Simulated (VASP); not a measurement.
# KSiH (P4/nmm) in VASP: further runs

Runs on KSiH. Level: PBE. Tasks: single point.

Program: VASP 6.6.1. These are calculated values, not measurements. Logs are shortened: lines on timing, memory, paths and dates and some standing lists are left out, and cuts for length are marked.

## Step 1: The cell of the first run

It takes space group P4/nmm (No. 129, tetragonal). The conventional cell has a = 3.615 Å, b = 3.615 Å, c = 8.134 Å, α = 90.00°, β = 90.00°, γ = 90.00°. K (site symmetry 4mm) has 5 Si at 2.73 to 2.94 Å and 4 H at 2.79 Å within 3.6 Å. Within 3.6 Å of Si (site symmetry 4mm) lie 5 K at 2.73 to 2.94 Å and 4 Si at 3.24 Å and 4 H at 3.56 Å. Within 3.4 Å of H (site symmetry -4m2) lie 4 H at 2.56 Å and 4 K at 2.79 Å.

## Step 2: Single point, PBE

The input, INCAR:

```
SYSTEM = KSiH
PREC     = Accurate       ! precision mode
ENCUT    = 500            ! plane-wave cutoff, eV
EDIFF    = 1E-6           ! SCF threshold, eV
ISMEAR   = 0              ! smearing method
SIGMA    = 0.1            ! smearing width, eV
LREAL    = .FALSE.        ! projectors in reciprocal space
LASPH    = .TRUE.         ! aspherical terms in the spheres
NELM     = 120            ! most SCF steps
ALGO     = Normal         ! electronic algorithm
ISIF     = 2              ! what is computed and relaxed
LWAVE    = .FALSE.        ! write WAVECAR
LCHARG   = .TRUE.         ! write CHGCAR
GGA      = PE             ! functional
LELF     = .TRUE.         ! ELF
LVHAR    = .TRUE.       
NBANDS   = 23             ! bands
GGA_COMPAT= .FALSE.
```

The input, KPOINTS:

```
Automatic mesh
0
G
  6 6 2
  0 0 0
```

The input, POSCAR:

```
KSiH
1.0
    3.6149505400      0.0000000000      0.0000000000
    0.0000000000      3.6149505400      0.0000000000
    0.0000000000      0.0000000000      8.1337635700
K Si H
2 2 2
Direct
    0.0000000000      0.5000000000      0.7390114100
    0.5000000000      0.0000000000      0.2609885900
    0.5000000000      0.0000000000      0.6224523800
    0.0000000000      0.5000000000      0.3775476200
    0.0000000000      0.0000000000      0.0000000000
    0.5000000000      0.5000000000      0.0000000000
```

Potentials or basis: VASP PAW PBE potentials, release 64 (K_sv, Si, H).

Run with:

```console
$ cat potpaw_PBE.64/K_sv/POTCAR potpaw_PBE.64/Si/POTCAR potpaw_PBE.64/H/POTCAR > POTCAR
$ mpirun -np 1 vasp_std > vasp.out
```

OUTCAR:

```text
SYSTEM = KSiH
   PREC = Accurate
   ENCUT = 500
   EDIFF = 1E-6
   ISMEAR = 0
   LREAL = .FALSE.
   LASPH = .TRUE.
   NELM = 120
   ISIF = 2
   GGA = PE

 ion  position               nearest neighbor table
   1  0.000  0.500  0.739-   3 2.73   3 2.73   3 2.73   3 2.73   4 2.94
   2  0.500  0.000  0.261-   4 2.73   4 2.73   4 2.73   4 2.73   3 2.94
   3  0.500  0.000  0.622-   1 2.73   1 2.73   1 2.73   1 2.73   2 2.94
   4  0.000  0.500  0.378-   2 2.73   2 2.73   2 2.73   2 2.73   1 2.94
   5  0.000  0.000  0.000-
   6  0.500  0.500  0.000-

  LATTYP: Found a simple tetragonal cell.
 ALAT       =     3.6149505400
 C/A-ratio  =     2.2500345385

  Lattice vectors:

 A1 = (   3.6149505400,   0.0000000000,   0.0000000000)
 A2 = (   0.0000000000,   3.6149505400,   0.0000000000)
 A3 = (   0.0000000000,   0.0000000000,   8.1337635700)

Analysis of symmetry for initial positions (statically):
=====================================================================
 Subroutine PRICEL returns:
 Original cell was already a primitive cell.

 Routine SETGRP: Setting up the symmetry group for a
 simple tetragonal supercell.

 Subroutine GETGRP returns: Found 16 space group operations
 (whereof  8 operations were pure point group operations)
 out of a pool of 16 trial point group operations.

The static configuration has the point symmetry D_2d.
 The point group associated with its full space group is D_4h.

Analysis of symmetry for dynamics (positions and initial velocities):
=====================================================================
 Subroutine PRICEL returns:
 Original cell was already a primitive cell.

 Routine SETGRP: Setting up the symmetry group for a
 simple tetragonal supercell.

 Subroutine GETGRP returns: Found 16 space group operations
 (whereof  8 operations were pure point group operations)
 out of a pool of 16 trial point group operations.

The dynamic configuration has the point symmetry D_2d.
 The point group associated with its full space group is D_4h.

 Subroutine INISYM returns: Found 16 space group operations
 (whereof  8 operations are pure point group operations),
 and found     1 'primitive' translations

----------------------------------------------------------------------------------------

                                     Primitive cell

  volume of cell :     106.2909

  direct lattice vectors                    reciprocal lattice vectors
     3.614950540  0.000000000  0.000000000     0.276628958  0.000000000  0.000000000
     0.000000000  3.614950540  0.000000000     0.000000000  0.276628958  0.000000000
     0.000000000  0.000000000  8.133763570     0.000000000  0.000000000  0.122944316

  length of vectors
     3.614950540  3.614950540  8.133763570     0.276628958  0.276628958  0.122944316

  position of ions in fractional coordinates (direct lattice)
     0.000000000  0.500000000  0.739011410
     0.500000000  0.000000000  0.260988590
     0.500000000  0.000000000  0.622452380
     0.000000000  0.500000000  0.377547620
     0.000000000  0.000000000  0.000000000
     0.500000000  0.500000000  0.000000000

  ion indices of the primitive-cell ions
   primitive index   ion index
                 1           1
                 2           2
                 3           3
                 4           4
                 5           5
                 6           6

----------------------------------------------------------------------------------------

 KPOINTS: Automatic mesh

Automatic generation of k-mesh.
 Grid dimensions read from file:
 generate k-points for:    6    6    2

 Generating k-lattice:

  Cartesian coordinates                     Fractional coordinates (reciprocal lattice)
     0.046104826  0.000000000  0.000000000     0.166666667  0.000000000  0.000000000
     0.000000000  0.046104826  0.000000000     0.000000000  0.166666667  0.000000000
     0.000000000  0.000000000  0.061472158     0.000000000  0.000000000  0.500000000

  Length of vectors
     0.046104826  0.046104826  0.061472158

  Shift w.r.t. Gamma in fractional coordinates (k-lattice)
     0.000000000  0.000000000  0.000000000

 Subroutine IBZKPT returns following result:
 ===========================================

 Found     20 irreducible k-points:

 Following reciprocal coordinates:
            Coordinates               Weight
  0.000000  0.000000  0.000000      1.000000
  0.166667  0.000000  0.000000      4.000000
  0.333333  0.000000  0.000000      4.000000
  0.500000  0.000000  0.000000      2.000000
  0.166667  0.166667  0.000000      4.000000
  0.333333  0.166667  0.000000      8.000000
[... 12 lines left out ...]
  0.500000  0.333333  0.500000      4.000000
  0.500000  0.500000  0.500000      1.000000
   k-points           NKPTS =     20   k-points in BZ     NKDIM =     20   number of bands    NBANDS=     23
   number of dos      NEDOS =    301   number of ions     NIONS =      6
   total plane-waves  NPLWV =  47040
   dimension x,y,z NGX =    28 NGY =   28 NGZ =   60
   dimension x,y,z NGXF=    56 NGYF=   56 NGZF=  120
   ions per type =               2   2   2
   NGX,Y,Z   is equivalent  to a cutoff of  12.88, 12.88, 12.26 a.u.
   NGXF,Y,Z  is equivalent  to a cutoff of  25.75, 25.75, 24.53 a.u.
 SYSTEM =  KSiH
   PREC   = accura    normal or accurate (medium, high low for compatibility)
   ISTART =      0    job   : 0-new  1-cont  2-samecut
   ICHARG =      2    charge: 1-file 2-atom 10-const
   ISPIN  =      1    spin polarized calculation?
   LNONCOLLINEAR =      F non collinear calculations
   LSORBIT =      F    spin-orbit coupling
   LASPH  =      T    aspherical Exc in radial PAW
   ENCUT  =  500.0 eV  36.75 Ry    6.06 a.u.   6.59  6.59 14.83*2*pi/ulx,y,z
   NELM   =    120;   NELMIN=  2; NELMDL= -5     # of ELM steps
   EDIFF  = 0.1E-05   stopping-criterion for ELM
   LREAL  =      F    real-space projection
   EDIFFG = 0.1E-04   stopping-criterion for IOM
   NSW    =      0    number of steps for IOM
   IBRION =     -1    ionic relax: 0-MD 1-quasi-New 2-CG
   NFREE  =      0    steps in history (QN), initial steepest desc. (CG)
   ISIF   =      2    stress and relaxation
   ISYM   =      2    0-nonsym 1-usesym 2-fastsym
   POTIM  = 0.5000    time-step for ionic-motion
   TEBEG  =    0.0;   TEEND  =   0.0 temperature during run
   PSTRESS=    0.0 pullay stress
   NELECT =      28.0000    total number of electrons
   NUPDOWN=      -1.0000    fix difference up-down
   EMIN   =  10.00;   EMAX   =-10.00  energy-range for DOS
   EFERMI =   0.00;   METHOD = LEGACY
   ISMEAR =     0;   SIGMA  =   0.10  broadening in eV -4-tet -1-fermi 0-gaus
   EFERMI_NEDOS =   21; number of points for ismear=-14 and -15
   IALGO  =     38    algorithm
   IMIX   =      4    mixing-type and parameters
     AMIX     =   0.40;   BMIX     =  1.00
     AMIX_MAG =   1.60;   BMIX_MAG =  1.00
  volume/ion in A,a.u.               =      17.72       119.55
  Fermi-wavevector in a.u.,A,eV,Ry     =   1.049451  1.983174 14.984736  1.101347
  Thomas-Fermi vector in A             =   2.184414
   LORBIT       =      0    0 simple, 1 ext, 2 COOP (PROOUT), +10 PAW based schemes
   GGA     = PE    functional components
   LHFCALC =     F    Hartree Fock is set to
   AEXX    =    0.0000 exact exchange contribution
   IVDW    =     0    specifies the selected vdW correction
   LEPSILON=     F    determine dielectric tensor
   LRPA    =     F    only Hartree local field effects (RPA)
 non-spin polarized calculation
 Gauss-broadening in eV      SIGMA  =   0.10
  energy-cutoff  :      500.00
  volume of cell :      106.29
 maximum number of plane-waves:      2734
 NGX is ok and might be reduce to    28
   NGX = 13   NGY = 13   NGZ = 29

 number of electron      28.0000002 magnetization

 Free energy of the ion-electron system (eV)
  ---------------------------------------------------
  ext. energy  EPLUGINS =         0.00000000
  ---------------------------------------------------
  free energy    TOTEN  =       -10.88040621 eV

  energy without entropy =      -10.85906460  energy(sigma->0) =      -10.86973540

 E-fermi :   2.5069     XC(G=0):  -9.0413

 val. band max:        2.4929525034   @ k =   0.3333   0.1667   0.5000
 cond. band min:       2.5109237745   @ k =   0.3333   0.1667   0.0000
 fundamental gap:      0.0179712711
 Fermi energy:         2.5069043488

 k-point     1 :       0.0000    0.0000    0.0000
  band No.  band energies     occupation
      1     -27.5466      2.00000
      2     -27.5360      2.00000
      3     -11.4313      2.00000
      4     -11.1085      2.00000
      5     -11.1085      2.00000
      6     -11.0830      2.00000
[... 15 lines left out ...]
     22       9.4820      0.00000
     23      10.0525      0.00000

 k-point     2 :       0.1667    0.0000    0.0000
  band No.  band energies     occupation
      1     -27.5329      2.00000
      2     -27.5237      2.00000
      3     -11.4601      2.00000
      4     -11.3162      2.00000
      5     -11.2024      2.00000
      6     -11.0861      2.00000
[... 15 lines left out ...]
     22       8.7583      0.00000
     23       9.4809      0.00000

 k-point     3 :       0.3333    0.0000    0.0000
  band No.  band energies     occupation
      1     -27.5047      2.00000
      2     -27.4994      2.00000
      3     -11.7317      2.00000
      4     -11.6895      2.00000
      5     -11.1636      2.00000
      6     -11.0393      2.00000
[... 15 lines left out ...]
     22       8.5307      0.00000
     23       8.6513      0.00000
[... 391 lines left out ...]
 k-point    19 :       0.5000    0.3333    0.5000
  band No.  band energies     occupation
      1     -27.4538      2.00000
      2     -27.4538      2.00000
      3     -11.6762      2.00000
      4     -11.6762      2.00000
      5     -11.4614      2.00000
      6     -11.4614      2.00000
[... 15 lines left out ...]
     22       9.5198      0.00000
     23       9.8693      0.00000

 k-point    20 :       0.5000    0.5000    0.5000
  band No.  band energies     occupation
      1     -27.4420      2.00000
      2     -27.4420      2.00000
      3     -11.6228      2.00000
      4     -11.6228      2.00000
      5     -11.5789      2.00000
      6     -11.5789      2.00000
[... 15 lines left out ...]
     22       9.0778      0.00000
     23      10.3841      0.00000

------------------------ aborting loop because EDIFF is reached ----------------------------------------

  FORCE on cell =-STRESS in cart. coord.  units (eV):
  Direction    XX          YY          ZZ          XY          YZ          ZX
  --------------------------------------------------------------------------------------
  -------------------------------------------------------------------------------------
  Total       11.1062130     11.1062130      3.2766113      0.0000000      0.0000000     -0.0000000
  in kB      167.4095838    167.4095838     49.3900245      0.0000000      0.0000000     -0.0000000
  external PRESSURE =     128.0697307 kB  Pullay stress =       0.0000000 kB

 VOLUME and BASIS-vectors are now :
 -----------------------------------------------------------------------------
  energy-cutoff  :      500.00
  volume of cell :      106.29
      direct lattice vectors                 reciprocal lattice vectors
     3.614950540  0.000000000  0.000000000     0.276628958  0.000000000  0.000000000
     0.000000000  3.614950540  0.000000000     0.000000000  0.276628958  0.000000000
     0.000000000  0.000000000  8.133763570     0.000000000  0.000000000  0.122944316

 POSITION                                       TOTAL-FORCE (eV/Angst)
 -----------------------------------------------------------------------------------
      0.00000      1.80748      6.01094        -0.000000      0.000000      3.472171
      1.80748      0.00000      2.12282         0.000000      0.000000     -3.472171
      1.80748      0.00000      5.06288        -0.000000      0.000000     -3.145662
      0.00000      1.80748      3.07088         0.000000     -0.000000      3.145662
      0.00000      0.00000      0.00000        -0.000000      0.000000     -0.000000
      1.80748      1.80748      0.00000        -0.000000      0.000000     -0.000000
 -----------------------------------------------------------------------------------
    total drift:                               -0.000000     -0.000000      0.000000

  FREE ENERGIE OF THE ION-ELECTRON SYSTEM (eV)
  ---------------------------------------------------
  free  energy   TOTEN  =       -10.8804062070 eV

  energy  without entropy=      -10.8590646014  energy(sigma->0) =      -10.86973540
```

It took 25 s on 1 thread of Intel Xeon 6975P-C (Granite Rapids), shared host; peak memory 0.21 GiB.

What came out:

```yaml
Free_energy: -10.8804 eV
Pressure: 12.8 GPa
Largest_force: 3.472 eV/Å
Band_gap_on_the_k_mesh: zero (band 14 reaches 3.01 eV, above the bottom of band 15 at 2.19 eV)
```

Forces in eV/Å, atoms in the order of the input:
```
K    0.000  0.000  3.472
K    0.000  0.000 -3.472
Si   0.000  0.000 -3.146
Si   0.000  0.000  3.146
H    0.000  0.000  0.000
H    0.000  0.000  0.000
```

Levels at points of the mesh, in eV from the Fermi level:
```tsv
k point	band 12	band 13	band 14	band 15	band 16	band 17
(0.00, 0.00, 0.00)	-1.39	0.45	0.45	1.14	1.64	2.77
(0.50, 0.00, 0.00)	-2.15	-1.37	-1.37	0.92	0.92	1.27
(0.50, 0.50, 0.00)	-2.77	-0.52	-0.52	-0.23	-0.23	0.86
(0.00, 0.00, 0.50)	-2.05	0.45	0.45	1.38	1.93	2.42
(0.50, 0.00, 0.50)	-2.46	-0.72	-0.72	0.77	0.77	0.92
(0.50, 0.50, 0.50)	-2.76	-0.54	-0.54	-0.32	-0.32	0.86
```

Caveat: the k points lie up to 0.39 Å⁻¹ apart; forces of over 1 eV/Å act on the atoms, so gaps and moduli don't describe the material at rest.

## Step 3: Single point, PBE

This run uses another cell than the first one, of 21.71 Å³/atom, 1.225 times its volume.

The input, INCAR:

```
PREC = Accurate ; ENCUT = 500
EDIFF = 1E-6 ; ISMEAR = 0
SIGMA = 0.1 ; LREAL = False
LASPH = True ; NELM = 120
ALGO = Normal ; ISIF = 2
LWAVE = False ; LCHARG = False
GGA = PE ; NBANDS = 23
GGA_COMPAT = False
```

The input, KPOINTS:

```
regular mesh
0
Gamma
  6 6 2
```

The input, POSCAR:

```
KSiH
1.0
    3.6002813777      0.0000000000      0.0000000000
    0.0000000000      3.6002813777      0.0000000000
    0.0000000000      0.0000000000     10.0485508709
K Si H
2 2 2
Direct
    0.0000000000      0.5000000000      0.8282448745
    0.5000000000      0.0000000000      0.1717551255
    0.5000000000      0.0000000000      0.5089762365
    0.0000000000      0.5000000000      0.4910237635
    0.0000000000      0.0000000000      0.0000000000
    0.5000000000      0.5000000000      0.0000000000
```

Potentials or basis: VASP PAW PBE potentials, release 64 (K_sv, Si, H).

Run with:

```console
$ cat potpaw_PBE.64/K_sv/POTCAR potpaw_PBE.64/Si/POTCAR potpaw_PBE.64/H/POTCAR > POTCAR
$ mpirun -np 1 vasp_std > vasp.out
```

It took 40 s on 1 thread of Intel Xeon 6975P-C (Granite Rapids), shared host; peak memory 0.25 GiB.

The run converged. Its results:

```
Free energy            : -17.3395 eV
Pressure               : 0.0 GPa
Largest force          : 0.020 eV/Å
Band gap on the k mesh : zero (band 14 reaches 2.39 eV, above the bottom of band 15 at 1.05 eV)
```

Forces on the atoms (eV/Å):
```
K    0.000  0.000  0.020
K    0.000  0.000 -0.020
Si   0.000  0.000 -0.014
Si   0.000  0.000  0.014
H    0.000  0.000  0.000
H    0.000  0.000  0.000
```

Stress tensor (GPa, compression positive):
```
-0.26  0.00  0.00
 0.00 -0.26  0.00
 0.00  0.00  0.40
```

Levels at points of the mesh, in eV from the Fermi level:
```tsv
k point	band 11	band 12	band 13	band 14	band 15	band 16	band 17	band 18
(0.00, 0.00, 0.00)	-3.14	-1.07	-1.07	-0.30	1.15	1.93	2.27	3.24
(0.50, 0.00, 0.00)	-1.31	-1.31	-0.74	-0.74	1.47	1.47	3.66	3.66
(0.50, 0.50, 0.00)	-4.62	-4.62	-0.61	-0.61	0.64	0.64	3.18	3.18
(0.00, 0.00, 0.50)	-2.73	-1.07	-1.07	-0.30	1.05	1.16	3.20	3.83
(0.50, 0.00, 0.50)	-1.24	-1.24	-0.82	-0.82	1.47	1.47	3.66	3.66
(0.50, 0.50, 0.50)	-4.62	-4.62	-0.61	-0.61	0.61	0.61	3.23	3.23
```
